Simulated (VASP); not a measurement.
# SiC (Moissanite 3C): single point with PBEsol

SiC (Moissanite 3C):

```
CELL_PARAMETERS angstrom
0.00000 2.19820 2.19820
2.19820 0.00000 2.19820
2.19820 2.19820 0.00000
ATOMIC_POSITIONS crystal
Si 0.00000 0.00000 0.00000
C 0.25000 0.25000 0.25000
```

| Quantity | Value |
| --- | --- |
| Program | VASP 6.6.1 |
| Task | single point |
| Functional | PBEsol |
| Potentials or basis | VASP PAW PBE potentials, release 64 (Si, C) |
| Cutoff | 600 eV |
| k mesh | 8 × 8 × 8 |
| Occupations | gaussian, width 0.01 eV |
| Spin | no spin polarisation |

```json
{"Pressure": "-5.5 GPa", "Band gap on the k mesh": "1.26 eV, indirect (least direct gap 4.42 eV)"}
```

Levels at points of the mesh, in eV from the valence-band top:
| k point | band 1 | band 2 | band 3 | band 4 | band 5 | band 6 | band 7 | band 8 |
| --- | --- | --- | --- | --- | --- | --- | --- | --- |
| (0.00, 0.00, 0.00) | -15.22 | 0.00 | 0.00 | 0.00 | 5.88 | 7.06 | 7.06 | 7.06 |
| (0.50, 0.00, 0.00) | -11.71 | -8.45 | -1.05 | -1.05 | 5.14 | 7.03 | 7.03 | 9.77 |
| (0.50, 0.50, 0.00) | -10.27 | -7.75 | -3.16 | -3.16 | 1.26 | 4.11 | 13.65 | 13.65 |

It took 9.6 s on 1 thread of Intel Xeon 6975P-C, on a shared host, peak memory 0.15 GiB.

Caveat: the PAW data sets were made with another functional, which shifts forces and pressure a little. A k mesh can miss the band edges.
